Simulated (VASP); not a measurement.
Write the native input for VASP 6.6.1 that does the following.

```yaml
Task: single point
Functional: BLYP
Dispersion: D3(BJ)
Potentials_or_basis: VASP PAW PBE potentials, release 64 (Te, Mo_sv)
Cutoff: 520 eV
k_mesh: 4 × 8 × 2
Occupations: fermi-dirac, width 0.05 eV
Spin: no spin polarisation
Dipole_correction: no
Further_INCAR_settings: ALGO = Normal; EDIFF = 1e-07; NBANDS = 64
```

The structure of Te2Mo lies in POSCAR:

```
Te2Mo
1.0
    6.3413921161      0.0000000000     -0.0907787432
    0.0000000000      3.5254403770      0.0000000000
   -0.7610883471      0.0000000000     13.1390377893
Te Mo
8 4
Direct
    0.0553820939      0.5000000000      0.3906079607
    0.9446567438      0.0000000000      0.6093929811
    0.5603787312      0.0000000000      0.3436508426
    0.4396634317      0.5000000000      0.6563514132
    0.0988528720      0.0000000000      0.1569645052
    0.9011054434      0.5000000000      0.8430327603
    0.5907941776      0.5000000000      0.1088881429
    0.4091686250      0.0000000000      0.8911109359
    0.3198412743      0.0000000000      0.5063208846
    0.6801969665      0.5000000000      0.4936803201
    0.1827770459      0.5000000000      0.0080453966
    0.8171815846      0.0000000000      0.9919528468
```

One way to write it, as run:

INCAR

```
SYSTEM = Te2Mo
  AGGAC = 1.0
  AGGAX = 1.0
  ALDAC = 0.0
  ALDAX = 1.0
  ALGO = Normal
  EDIFF = 1E-7
  ENCUT = 520
  GGA = B5
  ISIF = 2
  ISMEAR = -1
  IVDW = 12
  LASPH = .TRUE.
  LCHARG = .FALSE.
  LREAL = .FALSE.
  LWAVE = .FALSE.
  NBANDS = 64
  NELM = 100
  PREC = Accurate
  SIGMA = 0.05
  VDW_A1 = 0.4298
  VDW_A2 = 4.2359
  VDW_S6 = 1.0
  VDW_S8 = 2.6996
```

KPOINTS

```
k-points
0
G
  4 8 2
  0 0 0
```

Potentials or basis: VASP PAW PBE potentials, release 64 (Te, Mo_sv).

Run with:

```console
$ cat potpaw_PBE.64/Te/POTCAR potpaw_PBE.64/Mo_sv/POTCAR > POTCAR
$ mpirun -np 1 vasp_std > vasp.out
```

It gave:

```yaml
Pressure: 0.4 GPa
Largest_force: 0.058 eV/Å
Band_gap_on_the_k_mesh: zero (bands 52 and 53 overlap by 0.55 eV)
Dispersion_energy_per_atom: -1.284 eV
```

Caveat: the dispersion term is far too large for a dense solid, which distorts pressure and volume; the PAW data sets were made with another functional, which shifts forces and pressure a little; spin-orbit coupling is left out, which moves the levels of the heavy elements.

Run time: 24 min on 1 thread of Intel(R) Xeon(R) Platinum 8259CL CPU @ 2.50GHz (Skylake/Cascade Lake), on a shared host, peak memory 0.6 GiB.
